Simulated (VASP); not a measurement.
# ZrB (Pm-3m) in VASP: notebook

The runs below take ZrB through single point, relaxation of cell and atoms, with PBE.

All numbers are computed with VASP 6.6.1; they aren't measurements. Logs are shortened: lines on timing, memory, paths and dates and some standing lists are left out, and cuts for length are marked.

## 1. The cell of the first run

Symmetry: Pm-3m, No. 221, cubic system. Conventional cell: a = 3.026 Å, b = 3.026 Å, c = 3.026 Å, α = 90.00°, β = 90.00°, γ = 90.00°. Zr (site symmetry m-3m) has 8 B at 2.62 Å and 6 Zr at 3.03 Å within 3.5 Å. B (site symmetry m-3m) has 8 Zr at 2.62 Å and 6 B at 3.03 Å within 3.5 Å.

## 2. Single point, PBE

Contents of INCAR:

```
ALGO     = Normal         # electronic algorithm
EDIFF    = 1E-7           # SCF threshold, eV
ENCUT    = 520            # plane-wave cutoff, eV
GGA      = PE             # functional
ISIF     = 2              # what is computed and relaxed
ISMEAR   = -1             # smearing method
LASPH    = True           # aspherical terms in the spheres
LCHARG   = False          # write CHGCAR
LREAL    = False          # projectors in reciprocal space
LWAVE    = False          # write WAVECAR
NBANDS   = 14             # bands
NELM     = 80             # most SCF steps
PREC     = Accurate       # precision mode
SIGMA    = 0.05           # smearing width, eV
```

Contents of KPOINTS:

```
k-points
0
Gamma
  15 15 15
```

Contents of POSCAR:

```
ZrB
1.0
    3.0259820839      0.0000000000      0.0000000000
    0.0000000000      3.0259820839      0.0000000000
    0.0000000000      0.0000000000      3.0259820839
Zr B
1 1
Direct
    0.0000000000      0.0000000000      0.0000000000
    0.5000000000      0.5000000000      0.5000000000
```

Potentials or basis: VASP PAW PBE potentials, release 64 (Zr_sv, B).

Started as:

```
$ cat potpaw_PBE.64/Zr_sv/POTCAR potpaw_PBE.64/B/POTCAR > POTCAR
$ mpirun -np 1 vasp_std > vasp.out
```

OUTCAR:

```text
EDIFF = 1E-7
   ENCUT = 520
   GGA = PE
   ISIF = 2
   ISMEAR = -1
   LASPH = True
   LREAL = False
   NELM = 80
   PREC = Accurate

 ion  position               nearest neighbor table
   1  0.000  0.000  0.000-   2 2.62   2 2.62   2 2.62   2 2.62   2 2.62   2 2.62   2 2.62   2 2.62

   2  0.500  0.500  0.500-   1 2.62   1 2.62   1 2.62   1 2.62   1 2.62   1 2.62   1 2.62   1 2.62

  LATTYP: Found a simple cubic cell.
 ALAT       =     3.0259820839

  Lattice vectors:

 A1 = (   3.0259820839,   0.0000000000,   0.0000000000)
 A2 = (   0.0000000000,   3.0259820839,   0.0000000000)
 A3 = (   0.0000000000,   0.0000000000,   3.0259820839)

Analysis of symmetry for initial positions (statically):
=====================================================================
 Subroutine PRICEL returns:
 Original cell was already a primitive cell.

 Routine SETGRP: Setting up the symmetry group for a
 simple cubic supercell.

 Subroutine GETGRP returns: Found 48 space group operations
 (whereof 48 operations were pure point group operations)
 out of a pool of 48 trial point group operations.

The static configuration has the point symmetry O_h .

Analysis of symmetry for dynamics (positions and initial velocities):
=====================================================================
 Subroutine PRICEL returns:
 Original cell was already a primitive cell.

 Routine SETGRP: Setting up the symmetry group for a
 simple cubic supercell.

 Subroutine GETGRP returns: Found 48 space group operations
 (whereof 48 operations were pure point group operations)
 out of a pool of 48 trial point group operations.

The dynamic configuration has the point symmetry O_h .

 Subroutine INISYM returns: Found 48 space group operations
 (whereof 48 operations are pure point group operations),
 and found     1 'primitive' translations

----------------------------------------------------------------------------------------

                                     Primitive cell

  volume of cell :      27.7076

  direct lattice vectors                    reciprocal lattice vectors
     3.025982084  0.000000000  0.000000000     0.330471223  0.000000000  0.000000000
     0.000000000  3.025982084  0.000000000     0.000000000  0.330471223  0.000000000
     0.000000000  0.000000000  3.025982084     0.000000000  0.000000000  0.330471223

  length of vectors
     3.025982084  3.025982084  3.025982084     0.330471223  0.330471223  0.330471223

  position of ions in fractional coordinates (direct lattice)
     0.000000000  0.000000000  0.000000000
     0.500000000  0.500000000  0.500000000

  ion indices of the primitive-cell ions
   primitive index   ion index
                 1           1
                 2           2

----------------------------------------------------------------------------------------

 KPOINTS: k-points

Automatic generation of k-mesh.
 Grid dimensions read from file:
 generate k-points for:   15   15   15

 Generating k-lattice:

  Cartesian coordinates                     Fractional coordinates (reciprocal lattice)
     0.022031415  0.000000000  0.000000000     0.066666667  0.000000000  0.000000000
     0.000000000  0.022031415  0.000000000     0.000000000  0.066666667  0.000000000
     0.000000000  0.000000000  0.022031415     0.000000000  0.000000000  0.066666667

  Length of vectors
     0.022031415  0.022031415  0.022031415

  Shift w.r.t. Gamma in fractional coordinates (k-lattice)
     0.000000000  0.000000000  0.000000000

 Subroutine IBZKPT returns following result:
 ===========================================

 Found    120 irreducible k-points:

 Following reciprocal coordinates:
            Coordinates               Weight
  0.000000  0.000000  0.000000      1.000000
  0.066667  0.000000  0.000000      6.000000
  0.133333  0.000000  0.000000      6.000000
  0.200000  0.000000  0.000000      6.000000
  0.266667  0.000000  0.000000      6.000000
  0.333333  0.000000  0.000000      6.000000
[... 16 lines left out ...]
  0.266667  0.200000  0.000000     24.000000
  0.333333  0.200000  0.000000     24.000000
 [... further k-points ...]
   k-points           NKPTS =    120   k-points in BZ     NKDIM =    120   number of bands    NBANDS=     14
   number of dos      NEDOS =    301   number of ions     NIONS =      2
   total plane-waves  NPLWV =  13824
   dimension x,y,z NGX =    24 NGY =   24 NGZ =   24
   dimension x,y,z NGXF=    48 NGYF=   48 NGZF=   48
   ions per type =               1   1
   NGX,Y,Z   is equivalent  to a cutoff of  13.19, 13.19, 13.19 a.u.
   NGXF,Y,Z  is equivalent  to a cutoff of  26.37, 26.37, 26.37 a.u.
 SYSTEM =  unknown system
   PREC   = accura    normal or accurate (medium, high low for compatibility)
   ISTART =      0    job   : 0-new  1-cont  2-samecut
   ICHARG =      2    charge: 1-file 2-atom 10-const
   ISPIN  =      1    spin polarized calculation?
   LNONCOLLINEAR =      F non collinear calculations
   LSORBIT =      F    spin-orbit coupling
   LASPH  =      T    aspherical Exc in radial PAW
   ENCUT  =  520.0 eV  38.22 Ry    6.18 a.u.   5.63  5.63  5.63*2*pi/ulx,y,z
   NELM   =     80;   NELMIN=  2; NELMDL= -5     # of ELM steps
   EDIFF  = 0.1E-06   stopping-criterion for ELM
   LREAL  =      F    real-space projection
   EDIFFG = 0.1E-05   stopping-criterion for IOM
   NSW    =      0    number of steps for IOM
   IBRION =     -1    ionic relax: 0-MD 1-quasi-New 2-CG
   NFREE  =      0    steps in history (QN), initial steepest desc. (CG)
   ISIF   =      2    stress and relaxation
   ISYM   =      2    0-nonsym 1-usesym 2-fastsym
   POTIM  = 0.5000    time-step for ionic-motion
   TEBEG  =    0.0;   TEEND  =   0.0 temperature during run
   PSTRESS=    0.0 pullay stress
   NELECT =      15.0000    total number of electrons
   NUPDOWN=      -1.0000    fix difference up-down
   EMIN   =  10.00;   EMAX   =-10.00  energy-range for DOS
   EFERMI =   0.00;   METHOD = LEGACY
   ISMEAR =    -1;   SIGMA  =   0.05  broadening in eV -4-tet -1-fermi 0-gaus
   EFERMI_NEDOS =   21; number of points for ismear=-14 and -15
   IALGO  =     38    algorithm
   IMIX   =      4    mixing-type and parameters
     AMIX     =   0.40;   BMIX     =  1.00
     AMIX_MAG =   1.60;   BMIX_MAG =  1.00
  volume/ion in A,a.u.               =      13.85        93.49
  Fermi-wavevector in a.u.,A,eV,Ry     =   1.334255  2.521377 24.221593  1.780237
  Thomas-Fermi vector in A             =   2.463051
   LORBIT       =      0    0 simple, 1 ext, 2 COOP (PROOUT), +10 PAW based schemes
   GGA     = PE    functional components
   LHFCALC =     F    Hartree Fock is set to
   AEXX    =    0.0000 exact exchange contribution
   IVDW    =     0    specifies the selected vdW correction
   LEPSILON=     F    determine dielectric tensor
   LRPA    =     F    only Hartree local field effects (RPA)
 non-spin polarized calculation
  energy-cutoff  :      520.00
  volume of cell :       27.71
 maximum number of plane-waves:       756
 NGX is ok and might be reduce to    24
   NGX = 11   NGY = 11   NGZ = 11

 number of electron      14.9999999 magnetization

 Free energy of the ion-electron system (eV)
  ---------------------------------------------------
  ext. energy  EPLUGINS =         0.00000000
  ---------------------------------------------------
  free energy    TOTEN  =       -14.97497312 eV

  energy without entropy =      -14.94987164  energy(sigma->0) =      -14.96242238

 E-fermi :   9.5731     XC(G=0): -11.8391

 val. band max:        9.5716143912   @ k =   0.4667   0.1333   0.0667
 cond. band min:       9.5781567152   @ k =   0.4667   0.3333   0.0667
 fundamental gap:      0.0065423240
 Fermi energy:         9.5731342004

 k-point     1 :       0.0000    0.0000    0.0000
  band No.  band energies     occupation
      1     -39.1622      2.00000
      2     -16.8028      2.00000
      3     -16.8028      2.00000
      4     -16.8028      2.00000
      5      -0.2256      2.00000
      6       7.5841      2.00000
      7       7.5841      2.00000
      8      11.9118      0.00000
      9      11.9118      0.00000
     10      11.9118      0.00000
     11      14.0343      0.00000
     12      14.0343      0.00000
     13      14.0343      0.00000
     14      19.8533      0.00000

 k-point     2 :       0.0667    0.0000    0.0000
  band No.  band energies     occupation
      1     -39.1581      2.00000
      2     -16.8467      2.00000
      3     -16.7988      2.00000
      4     -16.7988      2.00000
      5      -0.1377      2.00000
      6       7.5906      2.00000
      7       7.6210      2.00000
      8      11.6561      0.00000
      9      11.6561      0.00000
     10      11.8355      0.00000
     11      14.0514      0.00000
     12      14.2987      0.00000
     13      14.2987      0.00000
     14      19.9863      0.00000

 k-point     3 :       0.1333    0.0000    0.0000
  band No.  band energies     occupation
      1     -39.1463      2.00000
      2     -16.9692      2.00000
      3     -16.7874      2.00000
      4     -16.7874      2.00000
      5       0.1185      2.00000
      6       7.5353      2.00000
      7       7.7279      2.00000
      8      11.1146      0.00000
      9      11.1146      0.00000
     10      11.7467      0.00000
     11      14.1001      0.00000
     12      14.8748      0.00000
     13      14.8748      0.00000
     14      20.2956      0.00000
[... 324 lines left out ...]
 k-point    23 :       0.2667    0.2000    0.0000
  band No.  band energies     occupation
      1     -39.0759      2.00000
      2     -17.2975      2.00000
      3     -17.0776      2.00000
      4     -16.7208      2.00000
      5       1.5813      2.00000
      6       6.7676      2.00000
      7       7.9185      2.00000
      8       9.6350      0.45008
      9      10.1722      0.00001
     10      12.9515      0.00000
     11      13.1724      0.00000
     12      15.5901      0.00000
     13      16.7276      0.00000
     14      20.3021      0.00000

 k-point    24 :       0.3333    0.2000    0.0000
  band No.  band energies     occupation
      1     -39.0568      2.00000
      2     -17.4746      2.00000
      3     -17.0548      2.00000
      4     -16.7028      2.00000
      5       2.0558      2.00000
      6       6.1164      2.00000
      7       8.1003      2.00000
      8       9.5513      1.21448
      9       9.9327      0.00151
     10      12.9979      0.00000
     11      13.8099      0.00000
     12      15.9796      0.00000
     13      16.6994      0.00000
     14      19.9101      0.00000

 [... further k-points ...]
[... 5 lines left out ...]
  --------------------------------------------------------------------------------------
  -------------------------------------------------------------------------------------
  Total        0.0154481      0.0154481      0.0154481     -0.0000000     -0.0000000      0.0000000
  in kB        0.8932794      0.8932794      0.8932794     -0.0000000     -0.0000000      0.0000000
  external PRESSURE =       0.8932794 kB  Pullay stress =       0.0000000 kB

 VOLUME and BASIS-vectors are now :
 -----------------------------------------------------------------------------
  energy-cutoff  :      520.00
  volume of cell :       27.71
      direct lattice vectors                 reciprocal lattice vectors
     3.025982084  0.000000000  0.000000000     0.330471223  0.000000000  0.000000000
     0.000000000  3.025982084  0.000000000     0.000000000  0.330471223  0.000000000
     0.000000000  0.000000000  3.025982084     0.000000000  0.000000000  0.330471223

 POSITION                                       TOTAL-FORCE (eV/Angst)
 -----------------------------------------------------------------------------------
      0.00000      0.00000      0.00000         0.000000      0.000000      0.000000
      1.51299      1.51299      1.51299         0.000000      0.000000      0.000000
 -----------------------------------------------------------------------------------
    total drift:                                0.000000      0.000000      0.000000

  FREE ENERGIE OF THE ION-ELECTRON SYSTEM (eV)
  ---------------------------------------------------
  free  energy   TOTEN  =       -14.9749731203 eV

  energy  without entropy=      -14.9498716407  energy(sigma->0) =      -14.96242238
```

Run time: 73 s. Hardware: 1 thread of AMD EPYC 7R13, shared host; peak memory 0.14 GiB.

What came out:

```
Free energy : -14.9750 eV
Pressure    : 0.1 GPa
```

## 3. Relaxation of cell and atoms, PBE

This run uses another cell than the first one, of 13.77 Å³/atom, 0.994 times its volume.

Contents of INCAR:

```
PREC = Accurate
ENCUT = 600
EDIFF = 1E-6
ISMEAR = -1
SIGMA = 0.05
LREAL = False
LASPH = True
NELM = 80
ALGO = Normal
ISIF = 3
LWAVE = False
LCHARG = False
GGA = PE
IBRION = 2
NSW = 80
EDIFFG = -0.03
```

Contents of KPOINTS:

```
regular mesh
0
Gamma
  15 15 15
```

Contents of POSCAR:

```
ZrB
1.0
    3.0200000000      0.0000000000      0.0000000000
    0.0000000000      3.0200000000      0.0000000000
    0.0000000000      0.0000000000      3.0200000000
Zr B
1 1
Direct
    0.0000000000      0.0000000000      0.0000000000
    0.5000000000      0.5000000000      0.5000000000
```

Potentials or basis: VASP PAW PBE potentials, release 64 (Zr_sv, B).

Started as:

```
$ cat potpaw_PBE.64/Zr_sv/POTCAR potpaw_PBE.64/B/POTCAR > POTCAR
$ mpirun -np 1 vasp_std > vasp.out
```

Run time: 1.9 min. Hardware: 1 thread of AMD EPYC 7R13, shared host; peak memory 0.15 GiB.

The run converged. Its results:

```yaml
Free_energy: -14.9753 eV
Relaxed_volume: 13.86 Å³/atom
Relaxed_cell: a = 3.027 Å, b = 3.027 Å, c = 3.027 Å, α = 90.00°, β = 90.00°, γ = 90.00°
Space_group_after_relaxing_to_0.05_Å: Pm-3m (No. 221)
Energy_gained_by_relaxing: 0.3 meV/atom
Ionic_steps: 3
Pressure_after_relaxing: 0.0 GPa
```

The path:
| step | energy change (eV) | largest force (eV/Å) | pressure (GPa) | volume (Å³) |
| --- | --- | --- | --- | --- |
| 1 | 0.0000 | 0.0000 | 1.02 | 27.54 |
| 2 | -0.0001 | 0.0000 | -0.92 | 27.89 |
| 3 | -0.0006 | 0.0000 | 0.01 | 27.72 |

Final structure:
```xyz
2
Lattice="3.0265 0.0000 0.0000 0.0000 3.0265 0.0000 0.0000 0.0000 3.0265" Properties=species:S:1:pos:R:3 pbc="T T T"
Zr    0.0000    0.0000    0.0000
B     1.5133    1.5133    1.5133
```

Levels at points of the mesh, in eV from the Fermi level:
```tsv
k point	band 5	band 6	band 7	band 8	band 9	band 10
(0.00, 0.00, 0.00)	-9.80	-1.99	-1.99	2.34	2.34	2.34
```
